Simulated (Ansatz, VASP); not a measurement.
## Two plane-wave programs on TiAl3

INCAR

```
  ALGO = Fast
  EDIFF = 1E-6
  ENCUT = 520
  GGA = PS
  ISIF = 2
  ISMEAR = 0
  LASPH = True
  LCHARG = True
  LELF = True
  LREAL = False
  LVHAR = True
  LWAVE = False
  NBANDS = 18
  NELM = 60
  PREC = Accurate
  SIGMA = 0.1
```

KPOINTS

```
k-points
0
Gamma
  8 6 6
```

File POSCAR:

```
TiAl3
1.0
    2.8396770000      0.0000000000      0.0000000000
    0.0000000000      4.6812640000      0.0000000000
    0.0000000000      0.0000000000      4.9007420000
Ti Al
1 3
Direct
    0.0000000000      0.5000000000      0.1659160000
    0.5000000000      0.5000000000      0.6672710000
    0.5000000000      0.0000000000      0.3309120000
    0.0000000000      0.0000000000      0.8359000000
```

Input for Ansatz:

```yaml
crystal:
  lattice:
    - [2.839677, 0.0, 0.0]
    - [0.0, 4.681264, 0.0]
    - [0.0, 0.0, 4.900742]
  atoms:
    - { symbol: Ti, position: [0.0, 0.5, 0.165916] }
    - { symbol: Al, position: [0.5, 0.5, 0.667271] }
    - { symbol: Al, position: [0.5, 0.0, 0.330912] }
    - { symbol: Al, position: [0.0, 0.0, 0.8359] }
basis:
  ecutwfc: 420
kpoints:
  mp_grid: { grid: [8, 6, 6] }
hamiltonian:
  xc: pbesol
scf:
  occupations: { method: gaussian, width: 0.1 }
output:
  forces: true
  stress: true
  eigenvalues: true
```

Alike in both runs: task single point; functional PBEsol; k mesh 8 × 6 × 6; occupations gaussian, width 0.1 eV; no spin polarisation.

|  | VASP | Ansatz |
| --- | --- | --- |
| version | VASP 6.6.1 | Ansatz 0.2.0 |
| potentials or method | VASP PAW PBE potentials, release 64 (Ti_sv, Al), cutoff 520 eV | scalar-relativistic, plane waves, PAW |
| valence electrons in the cell | 21 | 21 |

VASP gave:

- gap on the k mesh at the Fermi level (eV): none
- pressure (GPa): -2.3
- traceless stress, the component that is largest in VASP (GPa): -0.58
- rms of the force components (eV/Å): 0.013

**Question.** Estimate Ansatz's values.

**Answer.** gap on the k mesh at the Fermi level (eV): none; pressure (GPa): -2.4; traceless stress, the component that is largest in VASP (GPa): -0.58; rms of the force components (eV/Å): 0.014.

VASP's potentials were made for PBE, not for PBEsol. Atom by atom the forces differ by 0.001 eV/Å (rms over components). A gap of «none» marks a metal or a gap that the smearing closes.
